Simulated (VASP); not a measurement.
Here is a VASP 6.6.1 calculation.

The input INCAR:

```
SYSTEM = MoS2
PREC     = Accurate       ! precision mode
ENCUT    = 520            ! plane-wave cutoff, eV
EDIFF    = 1E-6           ! SCF threshold, eV
ISMEAR   = 0              ! smearing method
SIGMA    = 0.1            ! smearing width, eV
LREAL    = .False.        ! projectors in reciprocal space
LASPH    = .True.         ! aspherical terms in the spheres
NELM     = 60             ! most SCF steps
ALGO     = Normal         ! electronic algorithm
ISIF     = 2              ! what is computed and relaxed
LWAVE    = .False.        ! write WAVECAR
LCHARG   = .False.        ! write CHGCAR
GGA      = CA             ! functional
NBANDS   = 35             ! bands
```

Contents of KPOINTS:

```
Automatic mesh
0
Gamma
  6 6 2
  0 0 0
```

File POSCAR:

```
MoS2
1.0
    3.1690000000      0.0000000000      0.0000000000
   -1.5845000000      2.7444345046      0.0000000000
    0.0000000000      0.0000000000     12.3240000000
Mo S
2 4
Direct
    0.3333333333      0.6666666667      0.2500000000
    0.6666666667      0.3333333333      0.7500000000
    0.3333333333      0.6666666667      0.6230000000
    0.6666666667      0.3333333333      0.1230000000
    0.3333333333      0.6666666667      0.8770000000
    0.6666666667      0.3333333333      0.3770000000
```

Potentials or basis: VASP PAW LDA potentials, release 64 (Mo_sv, S).

The run is started by

```console
$ cat potpaw_LDA.64/Mo_sv/POTCAR potpaw_LDA.64/S/POTCAR > POTCAR
$ mpirun -np 1 vasp_std > vasp.out
```

Question: Predict the band gap on the k mesh.

Answer: 0.82 eV, indirect (least direct gap 1.65 eV).

Question: What does it give for the pressure?

Answer: -5.6 GPa.

Question: Estimate the largest force.

Answer: 0.460 eV/Å.

Forces on the atoms (eV/Å):
```
Mo   0.000  0.000  0.000
Mo   0.000  0.000  0.000
S    0.000  0.000  0.460
S    0.000  0.000  0.460
S    0.000  0.000 -0.460
S    0.000  0.000 -0.460
```

A k mesh can miss the band edges. LDA gaps usually lie below the measured ones, often by a third to a half.
